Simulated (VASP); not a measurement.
Ge2Sb3Se, 6 atoms in the cell. The structure is tetragonal, space group P4/mmm (No. 123). The conventional cell has a = 5.778 Å, b = 5.778 Å, c = 5.692 Å, α = 90.00°, β = 90.00°, γ = 90.00°. Within 3.8 Å of Ge (site symmetry mmm) lie 4 Sb at 2.85 to 2.89 Å. Within 3.8 Å of Sb (site symmetry 4/mmm) lie 2 Se at 2.85 Å and 4 Ge at 2.89 Å. Sb (site symmetry mmm) has 2 Ge at 2.85 Å and 2 Se at 2.89 Å within 3.8 Å. Se (site symmetry 4/mmm) has 6 Sb at 2.85 to 2.89 Å within 3.8 Å. The cell was built from a structure type or drawn by symmetry, and may not be a known phase.

| Quantity | Value |
| --- | --- |
| Program | VASP 6.6.1 |
| Task | single point |
| Functional | PBE |
| Potentials or basis | VASP PAW PBE potentials, release 64 (Ge_d, Sb, Se) |
| Cutoff | 520 eV |
| k mesh | 4 × 4 × 4 |
| Occupations | gaussian, width 0.1 eV |
| Spin | no spin polarisation |
| Dipole correction | no |
| Further INCAR settings | ALGO = Normal; EDIFF = 1e-06; NBANDS = 34 |

Potentials or basis: VASP PAW PBE potentials, release 64 (Ge_d, Sb, Se).

The run is started by

```console
$ cat potpaw_PBE.64/Ge_d/POTCAR potpaw_PBE.64/Sb/POTCAR potpaw_PBE.64/Se/POTCAR > POTCAR
$ mpirun -np 1 vasp_std > vasp.out
```

Hardware: 1 thread of Intel Xeon 8259CL, with other jobs on the host.

Problem. How long does it take, and how much memory?

Solution. Run time: 3.4 min on 1 thread of Intel Xeon 8259CL, on a shared host, peak memory 0.36 GiB. Counts: scf iterations 13, k points 18.
